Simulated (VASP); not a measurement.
Runs of VASP 6.6.1 on CoO. The structure is trigonal, space group R3m (No. 160). The conventional cell has a = 3.204 Å, b = 3.204 Å, c = 7.699 Å, α = 90.00°, β = 90.00°, γ = 120.00°. Co (site symmetry 3m) has 4 O at 1.91 to 1.96 Å within 2.5 Å. Within 2.5 Å of O (site symmetry 3m) lie 4 Co at 1.91 to 1.96 Å. 

| k mesh | gap on the mesh (eV) | pressure (GPa) | moment (μB) | largest force (eV/Å) |
| --- | --- | --- | --- | --- |
| 6 × 6 × 6 | 0.14 | (a) | 0.00 | 0.14 |
| 3 × 3 × 3 | 0.19 | -1.4 | 0.00 | (b) |
| 1 × 1 × 1 | 0.02 | 3.9 | 0.00 | 2.57 |
| 12 × 12 × 12 | 0.14 | -0.9 | 0.00 | 0.14 |

Alike in all rows: task single point; level PBE; potentials or basis VASP PAW PBE potentials, release 64 (Co, O); spin collinear, antiferromagnetic start; cell as given; cutoff (eV) 520; smearing gaussian 0.01 eV.

Fill in the values left out.

(a) -0.8; (b) 0.12.

Caveats: some runs use coarse meshes; forces of over 1 eV/Å act on the atoms, so gaps and moduli don't describe the material at rest (some runs).

A k mesh can miss the band edges.
